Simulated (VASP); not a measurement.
# Ga2O3 (R-3c) in VASP: single point with LDA

Aim: the single point of Ga2O3 with LDA.

Program: VASP 6.6.1. These are calculated values, not measurements. Logs are shortened: lines on timing, memory, paths and dates and some standing lists are left out, and cuts for length are marked.

## (1) The cell of the first run

The structure is trigonal, space group R-3c (No. 167). Conventional cell: a = 4.999 Å, b = 4.999 Å, c = 13.501 Å, α = 90.00°, β = 90.00°, γ = 120.00°. Ga (site symmetry 3) has 6 O at 1.93 to 2.08 Å within 2.6 Å. Within 2.9 Å of O (site symmetry 2) lie 4 Ga at 1.93 to 2.08 Å and 8 O at 2.62 to 2.85 Å.

## (2) Single point, LDA

The input, INCAR:

```
PREC     = Accurate       # precision mode
ENCUT    = 600            # plane-wave cutoff, eV
EDIFF    = 1E-6           # SCF threshold, eV
ISMEAR   = 0              # smearing method
SIGMA    = 0.02           # smearing width, eV
LREAL    = False          # projectors in reciprocal space
LASPH    = True           # aspherical terms in the spheres
NELM     = 120            # most SCF steps
ALGO     = Normal         # electronic algorithm
ISIF     = 2              # what is computed and relaxed
LWAVE    = False          # write WAVECAR
LCHARG   = False          # write CHGCAR
NBANDS   = 55             # bands
GGA_COMPAT= False
```

The input, KPOINTS:

```
Automatic mesh
0
Gamma
  6 6 6
```

The input, POSCAR:

```
Ga2O3
1.0
    2.4997249986      1.4432169008      4.5003166700
   -2.4997249986      1.4432169008      4.5003166700
    0.0000000000     -2.8864338017      4.5003166700
Ga O
4 6
Direct
    0.8555495355      0.8555495355      0.8555495355
    0.6444504645      0.6444504645      0.6444504645
    0.1444504645      0.1444504645      0.1444504645
    0.3555495355      0.3555495355      0.3555495355
    0.0527655192      0.4472344808      0.7500000000
    0.7500000000      0.0527655192      0.4472344808
    0.4472344808      0.7500000000      0.0527655192
    0.9472344808      0.5527655192      0.2500000000
    0.2500000000      0.9472344808      0.5527655192
    0.5527655192      0.2500000000      0.9472344808
```

Potentials or basis: VASP PAW LDA potentials, release 64 (Ga_d, O).

Run with:

```
$ cat potpaw_LDA.64/Ga_d/POTCAR potpaw_LDA.64/O/POTCAR > POTCAR
$ mpirun -np 1 vasp_std > vasp.out
```

OUTCAR:

```text
PREC = Accurate
   ENCUT = 600
   EDIFF = 1E-6
   ISMEAR = 0
   LREAL = False
   LASPH = True
   NELM = 120
   ISIF = 2

 ion  position               nearest neighbor table
   1  0.856  0.856  0.856-   9 1.93   8 1.93  10 1.93   7 2.08   5 2.08   6 2.08   2 2.85
   2  0.644  0.644  0.644-  10 1.93   8 1.93   9 1.93   6 2.08   5 2.08   7 2.08   1 2.85
   3  0.144  0.144  0.144-   6 1.93   5 1.93   7 1.93  10 2.08   8 2.08   9 2.08   4 2.85
   4  0.356  0.356  0.356-   7 1.93   5 1.93   6 1.93   9 2.08   8 2.08  10 2.08   3 2.85
   5  0.053  0.447  0.750-   3 1.93   4 1.93   1 2.08   2 2.08
   6  0.750  0.053  0.447-   3 1.93   4 1.93   2 2.08   1 2.08
   7  0.447  0.750  0.053-   4 1.93   3 1.93   1 2.08   2 2.08
   8  0.947  0.553  0.250-   1 1.93   2 1.93   3 2.08   4 2.08
   9  0.250  0.947  0.553-   1 1.93   2 1.93   4 2.08   3 2.08
  10  0.553  0.250  0.947-   2 1.93   1 1.93   3 2.08   4 2.08

  LATTYP: Found a trigonal (rhomboedric) cell.
 ALAT       =     5.3464334113
 COS(alpha) =     0.5627939750

  Lattice vectors:

 A1 = (   2.4997249986,   1.4432169008,   4.5003166700)
 A2 = (  -2.4997249986,   1.4432169008,   4.5003166700)
 A3 = (   0.0000000000,  -2.8864338017,   4.5003166700)

Analysis of symmetry for initial positions (statically):
=====================================================================
 Subroutine PRICEL returns:
 Original cell was already a primitive cell.

 Routine SETGRP: Setting up the symmetry group for a
 trigonal (rhombohedral) supercell.

 Subroutine GETGRP returns: Found 12 space group operations
 (whereof  6 operations were pure point group operations)
 out of a pool of 12 trial point group operations.

The static configuration has the point symmetry S_6 .
 The point group associated with its full space group is D_3d.

Analysis of symmetry for dynamics (positions and initial velocities):
=====================================================================
 Subroutine PRICEL returns:
 Original cell was already a primitive cell.

 Routine SETGRP: Setting up the symmetry group for a
 trigonal (rhombohedral) supercell.

 Subroutine GETGRP returns: Found 12 space group operations
 (whereof  6 operations were pure point group operations)
 out of a pool of 12 trial point group operations.

The dynamic configuration has the point symmetry S_6 .
 The point group associated with its full space group is D_3d.

 Subroutine INISYM returns: Found 12 space group operations
 (whereof  6 operations are pure point group operations),
 and found     1 'primitive' translations

----------------------------------------------------------------------------------------

                                     Primitive cell

  volume of cell :      97.4133

  direct lattice vectors                    reciprocal lattice vectors
     2.499724999  1.443216901  4.500316670     0.200022003  0.115482757  0.074068862
    -2.499724999  1.443216901  4.500316670    -0.200022003  0.115482757  0.074068862
     0.000000000 -2.886433802  4.500316670     0.000000000 -0.230965514  0.074068862

  length of vectors
     5.346433411  5.346433411  5.346433411     0.242551572  0.242551572  0.242551572

  position of ions in fractional coordinates (direct lattice)
     0.855549536  0.855549536  0.855549536
     0.644450464  0.644450464  0.644450464
     0.144450464  0.144450464  0.144450464
     0.355549536  0.355549536  0.355549536
     0.052765519  0.447234481  0.750000000
     0.750000000  0.052765519  0.447234481
     0.447234481  0.750000000  0.052765519
     0.947234481  0.552765519  0.250000000
     0.250000000  0.947234481  0.552765519
     0.552765519  0.250000000  0.947234481

  ion indices of the primitive-cell ions
   primitive index   ion index
                 1           1
                 2           2
                 3           3
                 4           4
                 5           5
                 6           6
                 7           7
                 8           8
                 9           9
                10          10

----------------------------------------------------------------------------------------

 KPOINTS: Automatic mesh

Automatic generation of k-mesh.
 Grid dimensions read from file:
 generate k-points for:    6    6    6

 Generating k-lattice:

  Cartesian coordinates                     Fractional coordinates (reciprocal lattice)
     0.033337000  0.019247126  0.012344810     0.166666667  0.000000000 -0.000000000
    -0.033337000  0.019247126  0.012344810     0.000000000  0.166666667 -0.000000000
     0.000000000 -0.038494252  0.012344810    -0.000000000 -0.000000000  0.166666667

  Length of vectors
     0.040425262  0.040425262  0.040425262

  Shift w.r.t. Gamma in fractional coordinates (k-lattice)
     0.000000000  0.000000000  0.000000000

 Subroutine IBZKPT returns following result:
 ===========================================

 Found     32 irreducible k-points:

 Following reciprocal coordinates:
            Coordinates               Weight
  0.000000  0.000000  0.000000      1.000000
  0.166667 -0.000000  0.000000      6.000000
  0.333333 -0.000000  0.000000      6.000000
  0.500000 -0.000000  0.000000      3.000000
  0.166667  0.166667  0.000000      6.000000
  0.333333  0.166667  0.000000     12.000000
[... 16 lines left out ...]
  0.500000  0.500000  0.166667      6.000000
 -0.333333  0.500000  0.166667     12.000000
 [... further k-points ...]
   k-points           NKPTS =     32   k-points in BZ     NKDIM =     32   number of bands    NBANDS=     55
   number of dos      NEDOS =    301   number of ions     NIONS =     10
   total plane-waves  NPLWV = 110592
   dimension x,y,z NGX =    48 NGY =   48 NGZ =   48
   dimension x,y,z NGXF=    96 NGYF=   96 NGZF=   96
   ions per type =               4   6
   NGX,Y,Z   is equivalent  to a cutoff of  14.93, 14.93, 14.93 a.u.
   NGXF,Y,Z  is equivalent  to a cutoff of  29.85, 29.85, 29.85 a.u.
 SYSTEM =  unknown system
   PREC   = accura    normal or accurate (medium, high low for compatibility)
   ISTART =      0    job   : 0-new  1-cont  2-samecut
   ICHARG =      2    charge: 1-file 2-atom 10-const
   ISPIN  =      1    spin polarized calculation?
   LNONCOLLINEAR =      F non collinear calculations
   LSORBIT =      F    spin-orbit coupling
   LASPH  =      T    aspherical Exc in radial PAW
   ENCUT  =  600.0 eV  44.10 Ry    6.64 a.u.  10.68 10.68 10.68*2*pi/ulx,y,z
   NELM   =    120;   NELMIN=  2; NELMDL= -5     # of ELM steps
   EDIFF  = 0.1E-05   stopping-criterion for ELM
   LREAL  =      F    real-space projection
   EDIFFG = 0.1E-04   stopping-criterion for IOM
   NSW    =      0    number of steps for IOM
   IBRION =     -1    ionic relax: 0-MD 1-quasi-New 2-CG
   NFREE  =      0    steps in history (QN), initial steepest desc. (CG)
   ISIF   =      2    stress and relaxation
   ISYM   =      2    0-nonsym 1-usesym 2-fastsym
   POTIM  = 0.5000    time-step for ionic-motion
   TEBEG  =    0.0;   TEEND  =   0.0 temperature during run
   PSTRESS=    0.0 pullay stress
   NELECT =      88.0000    total number of electrons
   NUPDOWN=      -1.0000    fix difference up-down
   EMIN   =  10.00;   EMAX   =-10.00  energy-range for DOS
   EFERMI =   0.00;   METHOD = LEGACY
   ISMEAR =     0;   SIGMA  =   0.02  broadening in eV -4-tet -1-fermi 0-gaus
   EFERMI_NEDOS =   21; number of points for ismear=-14 and -15
   IALGO  =     38    algorithm
   IMIX   =      4    mixing-type and parameters
     AMIX     =   0.40;   BMIX     =  1.00
     AMIX_MAG =   1.60;   BMIX_MAG =  1.00
  volume/ion in A,a.u.               =       9.74        65.74
  Fermi-wavevector in a.u.,A,eV,Ry     =   1.582570  2.990624 34.076181  2.504529
  Thomas-Fermi vector in A             =   2.682473
   LORBIT       =      0    0 simple, 1 ext, 2 COOP (PROOUT), +10 PAW based schemes
   GGA     = CA    functional components
   LHFCALC =     F    Hartree Fock is set to
   AEXX    =    0.0000 exact exchange contribution
   IVDW    =     0    specifies the selected vdW correction
   LEPSILON=     F    determine dielectric tensor
   LRPA    =     F    only Hartree local field effects (RPA)
 non-spin polarized calculation
 Gauss-broadening in eV      SIGMA  =   0.02
  energy-cutoff  :      600.00
  volume of cell :       97.41
 maximum number of plane-waves:      3270
 NGX is ok and might be reduce to    48
   NGX = 21   NGY = 21   NGZ = 21

 number of electron      87.9999996 magnetization

 Free energy of the ion-electron system (eV)
  ---------------------------------------------------
  ext. energy  EPLUGINS =         0.00000000
  ---------------------------------------------------
  free energy    TOTEN  =       -68.24388708 eV

  energy without entropy =      -68.24388708  energy(sigma->0) =      -68.24388708

 E-fermi :   4.2773     XC(G=0): -12.6999

 val. band max:        4.1621383883   @ k =  -0.1667   0.1667   0.0000
 cond. band min:       6.8505711550   @ k =   0.0000   0.0000   0.0000
 fundamental gap:      2.6884327666
 Fermi energy:         4.2772929986

 k-point     1 :       0.0000    0.0000    0.0000
  band No.  band energies     occupation
      1     -14.5720      2.00000
      2     -12.5297      2.00000
      3     -12.5297      2.00000
      4     -12.4868      2.00000
      5     -12.4558      2.00000
      6     -12.4558      2.00000
[... 47 lines left out ...]
     54      15.0188      0.00000
     55      16.2090      0.00000

 k-point     2 :       0.1667   -0.0000    0.0000
  band No.  band energies     occupation
      1     -14.4430      2.00000
      2     -12.6462      2.00000
      3     -12.5395      2.00000
      4     -12.5319      2.00000
      5     -12.4730      2.00000
      6     -12.4526      2.00000
[... 47 lines left out ...]
     54      15.6429      0.00000
     55      16.0231      0.00000
[... 1216 lines left out ...]
     54      16.0868      0.00000
     55      16.2386      0.00000

 k-point    24 :      -0.3333    0.5000    0.1667
  band No.  band energies     occupation
      1     -13.5134      2.00000
      2     -13.1934      2.00000
      3     -12.8670      2.00000
      4     -12.7444      2.00000
      5     -12.5067      2.00000
      6     -12.4759      2.00000
[... 47 lines left out ...]
     54      15.9237      0.00000
     55      16.2371      0.00000

 [... further k-points ...]

------------------------ aborting loop because EDIFF is reached ----------------------------------------

  FORCE on cell =-STRESS in cart. coord.  units (eV):
  Direction    XX          YY          ZZ          XY          YZ          ZX
  --------------------------------------------------------------------------------------
  -------------------------------------------------------------------------------------
  Total       -3.5484375     -3.5484375     -3.8989855     -0.0000000      0.0000000      0.0000000
  in kB      -58.3619217    -58.3619217    -64.1274600     -0.0000000      0.0000000      0.0000000
  external PRESSURE =     -60.2837678 kB  Pullay stress =       0.0000000 kB

 VOLUME and BASIS-vectors are now :
 -----------------------------------------------------------------------------
  energy-cutoff  :      600.00
  volume of cell :       97.41
      direct lattice vectors                 reciprocal lattice vectors
     2.499724999  1.443216901  4.500316670     0.200022003  0.115482757  0.074068862
    -2.499724999  1.443216901  4.500316670    -0.200022003  0.115482757  0.074068862
     0.000000000 -2.886433802  4.500316670     0.000000000 -0.230965514  0.074068862

 POSITION                                       TOTAL-FORCE (eV/Angst)
 -----------------------------------------------------------------------------------
      0.00000     -0.00000     11.55073         0.000000      0.000000     -0.016926
      0.00000     -0.00000      8.70069         0.000000     -0.000000      0.016926
      0.00000     -0.00000      1.95022         0.000000     -0.000000      0.016926
      0.00000     -0.00000      4.80026         0.000000      0.000000     -0.016926
     -0.98606     -1.44322      5.62540        -0.022272      0.000000      0.000000
      1.74289     -0.13235      5.62540         0.011136     -0.019288      0.000000
     -0.75683      1.57556      5.62540         0.011136      0.019288      0.000000
      0.98606      1.44322      7.87555         0.022272      0.000000      0.000000
     -1.74289      0.13235      7.87555        -0.011136      0.019288      0.000000
      0.75683     -1.57556      7.87555        -0.011136     -0.019288      0.000000
 -----------------------------------------------------------------------------------
    total drift:                                0.000000     -0.000000      0.000000

  FREE ENERGIE OF THE ION-ELECTRON SYSTEM (eV)
  ---------------------------------------------------
  free  energy   TOTEN  =       -68.2438870771 eV

  energy  without entropy=      -68.2438870771  energy(sigma->0) =      -68.24388708
```

Wall time 5.8 min (1 thread of Intel Xeon Platinum 8488C (Sapphire Rapids), shared host); peak memory 0.34 GiB.

Results:

```
Free energy            : -68.2439 eV
Pressure               : -6.0 GPa
Largest force          : 0.022 eV/Å
Band gap on the k mesh : 2.69 eV (least direct gap 2.94 eV)
```

Forces on the atoms (eV/Å):
```
Ga   0.000  0.000 -0.017
Ga   0.000  0.000  0.017
Ga   0.000  0.000  0.017
Ga   0.000  0.000 -0.017
O   -0.022  0.000  0.000
O    0.011 -0.019  0.000
O    0.011  0.019  0.000
O    0.022  0.000  0.000
O   -0.011  0.019  0.000
O   -0.011 -0.019  0.000
```

Levels at points of the mesh, in eV from the valence-band top:
| k point | band 41 | band 42 | band 43 | band 44 | band 45 | band 46 | band 47 | band 48 |
| --- | --- | --- | --- | --- | --- | --- | --- | --- |
| (0.00, 0.00, 0.00) | -0.31 | -0.31 | -0.25 | -0.25 | 2.69 | 6.41 | 6.60 | 8.64 |
| (0.50, 0.00, 0.00) | -1.00 | -1.00 | -0.16 | -0.16 | 6.20 | 6.20 | 6.51 | 6.51 |
| (0.50, 0.50, 0.00) | -0.86 | -0.72 | -0.26 | -0.15 | 6.35 | 6.53 | 7.35 | 7.48 |
| (0.50, 0.50, 0.50) | -0.30 | -0.30 | -0.30 | -0.30 | 5.70 | 5.70 | 7.58 | 7.58 |

Caveat: the cell stands under tension.
